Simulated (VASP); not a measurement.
Runs of VASP 6.6.1 on As. The structure is that of space group P6_3/mmc (No. 194), or close to it. The cells are those of the table. 

| cell | k mesh | gap on the mesh (eV) | pressure (GPa) |
| --- | --- | --- | --- |
| a = 2.869, b = 2.869, c = 9.723 Å, angles 90.0, 90.0, 120.0°, 4 atoms | 14 × 14 × 4 | none | 12.6 |
| a = 2.994, b = 2.994, c = 10.147 Å, angles 90.0, 90.0, 120.0°, 4 atoms | 16 × 16 × 4 | none | (a) |
| a = 2.954, b = 2.954, c = 10.009 Å, angles 90.0, 90.0, 120.0°, 4 atoms | 14 × 14 × 4 | none | 3.2 |
| a = 2.912, b = 2.912, c = 9.868 Å, angles 90.0, 90.0, 120.0°, 4 atoms | 14 × 14 × 4 | none | 7.4 |
| a = 3.034, b = 3.034, c = 10.280 Å, angles 90.0, 90.0, 120.0°, 4 atoms | 14 × 14 × 4 | none | (b) |

Alike in all rows: task single point; level RPBE; potentials or basis VASP PAW PBE potentials, release 64 (As); no spin polarisation; cutoff (eV) 520; smearing fermi-dirac 0.1 eV.

Estimate the missing entries.

(a) 0.0; (b) -2.8.

Caveats: the PAW data sets were made with another functional, which shifts forces and pressure a little.

A k mesh can miss the band edges, and the runs leave out spin-orbit coupling on As.

A gap of «none» marks levels without a gap at the run's occupations.
